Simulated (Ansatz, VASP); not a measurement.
**Two plane-wave programs on SrBe4Cd**

```
CELL_PARAMETERS angstrom
0.00000 3.57843 3.57843
3.57843 0.00000 3.57843
3.57843 3.57843 0.00000
ATOMIC_POSITIONS crystal
Sr 0.00000 0.00000 0.00000
Be 0.11613 0.62796 0.62796
Be 0.62796 0.62796 0.62796
Be 0.62796 0.11613 0.62796
Be 0.62796 0.62796 0.11613
Cd 0.25000 0.25000 0.25000
```

Alike in both runs: task relaxation of cell and atoms; functional PBE; k mesh 10 × 10 × 10; occupations gaussian, width 0.1 eV; no spin polarisation.

```csv
,VASP,Ansatz
version,VASP 6.6.1,Ansatz 0.2.0
potentials or method,"VASP PAW PBE potentials, release 64 (Sr_sv, Be, Cd), cutoff 600 eV","scalar-relativistic, plane waves, PAW"
valence electrons in the cell,30,38
```

|  | VASP | Ansatz | Ansatz less VASP |
| --- | --- | --- | --- |
| gap on the k mesh at the Fermi level, each at its own relaxed structure (eV) | none | none | - |
| relaxed volume (Å³/atom) | 15.39 | 15.36 | -0.033 |
| relaxed cell length with the largest relative difference (Å) | 5.074 | 5.070 | -0.0036 |

A gap of «none» marks a metal or a gap that the smearing closes. VASP's potentials hold 30 valence electrons a cell and Ansatz's 38, so a difference there can come from the potentials and not from the codes.
